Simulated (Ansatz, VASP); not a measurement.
One calculation of AlNi, two programs

The input POSCAR:

```
AlNi
1.0
    1.9386940000     -1.9531901500      0.0000000000
    1.9386940000      1.9531901500      0.0000000000
    0.0000000000      0.0000000000      3.0994300413
Al Ni
1 1
Direct
    0.0000000000      0.0000000000      0.0000000000
    0.5000000000      0.5000000000      0.5000000000
```

File INCAR.step1:

```
PREC = Accurate
ENCUT = 520
ISMEAR = 0
SIGMA = 0.1
LREAL = F
LASPH = T
NELM = 60
NBANDS = 14
GGA = PE
ALGO = Normal
EDIFF = 1E-4
LWAVE = T
LCHARG = F
```

File INCAR.step2:

```
PREC = Accurate
ENCUT = 520
EDIFF = 1E-6
ISMEAR = 0
SIGMA = 0.1
LREAL = F
LASPH = T
NELM = 60
ALGO = Normal
ISIF = 2
LWAVE = F
LCHARG = T
METAGGA = R2SCAN
LMIXTAU = T
LELF = T
LVHAR = T
NBANDS = 14
ISTART = 1
```

File KPOINTS:

```
Automatic mesh
0
Gamma
  10 10 10
```

Input for Ansatz:

```yaml
crystal:
  lattice:
    - [1.938694, -1.95319015, 0.0]
    - [1.938694, 1.95319015, 0.0]
    - [0.0, 0.0, 3.0994300413]
  atoms:
    - { symbol: Al, position: [0.0, 0.0, 0.0] }
    - { symbol: Ni, position: [0.5, 0.5, 0.5] }
basis:
  ecutwfc: 500
kpoints:
  mp_grid: { grid: [10, 10, 10] }
hamiltonian:
  xc: r2scan
scf:
  occupations: { method: gaussian, width: 0.1 }
output:
  forces: true
  stress: true
  eigenvalues: true
```

Alike in both runs: task single point; functional r2SCAN; k mesh 10 × 10 × 10; occupations gaussian, width 0.1 eV; no spin polarisation.

|  | VASP | Ansatz |
| --- | --- | --- |
| version | VASP 6.6.1 | Ansatz 0.2.0 |
| potentials or method | VASP PAW PBE potentials, release 64 (Al, Ni), cutoff 520 eV | scalar-relativistic, plane waves, PAW |
| valence electrons in the cell | 13 | 21 |

|  | VASP | Ansatz | Ansatz less VASP |
| --- | --- | --- | --- |
| gap on the k mesh at the Fermi level (eV) | none | none | - |
| pressure (GPa) | 0.5 | 0.7 | +0.19 |
| traceless stress, the component that is largest in VASP (GPa) | -4.59 | -4.44 | +0.149 |

VASP's potentials were made for PBE, not for r2SCAN. A gap of «none» marks a metal or a gap that the smearing closes. VASP's potentials hold 13 valence electrons a cell and Ansatz's 21, so a difference there can come from the potentials and not from the codes.
